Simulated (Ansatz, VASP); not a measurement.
**Two plane-wave programs on Ir**

The input INCAR:

```
ALGO = Normal
EDIFF = 1E-6
ENCUT = 500
GGA = PE
GGA_COMPAT = False
ISIF = 2
ISMEAR = 0
LASPH = True
LCHARG = False
LREAL = False
LWAVE = False
NBANDS = 10
NELM = 120
PREC = Accurate
SIGMA = 0.018
```

Contents of KPOINTS:

```
k-points
0
Gamma
  10 10 10
```

POSCAR

```
Ir
1.0
    0.0000000000      1.9269646676      1.9269646676
    1.9269646676      0.0000000000      1.9269646676
    1.9269646676      1.9269646676      0.0000000000
Ir
1
Direct
    0.0000000000      0.0000000000      0.0000000000
```

Input for Ansatz:

```yaml
crystal:
  lattice:
    - [0.0, 1.9269646676, 1.9269646676]
    - [1.9269646676, 0.0, 1.9269646676]
    - [1.9269646676, 1.9269646676, 0.0]
  atoms:
    - { symbol: Ir, position: [0.0, 0.0, 0.0] }
basis:
  ecutwfc: 420
kpoints:
  mp_grid: { grid: [10, 10, 10] }
hamiltonian:
  xc: pbe
scf:
  occupations: { method: gaussian, width: 0.018 }
  n_extra_bands: 2
  max_iter: 67
output:
  forces: true
  stress: true
  eigenvalues: true
```

Alike in both runs: task single point; functional PBE; k mesh 10 × 10 × 10; occupations gaussian, width 0.018 eV; no spin polarisation.

|  | VASP | Ansatz |
| --- | --- | --- |
| version | VASP 6.6.1 | Ansatz 0.2.0 |
| potentials or method | VASP PAW PBE potentials, release 64 (Ir), cutoff 500 eV | scalar-relativistic, plane waves, PAW |
| valence electrons in the cell | 9 | 17 |

```tsv
	VASP	Ansatz	Ansatz less VASP
gap on the k mesh at the Fermi level (eV)	none	none	-
pressure (GPa)	5.2	4.7	-0.52
```

A gap of «none» marks a metal or a gap that the smearing closes. VASP's potentials hold 9 valence electrons a cell and Ansatz's 17, so a difference there can come from the potentials and not from the codes.

Spin-orbit coupling is off throughout.
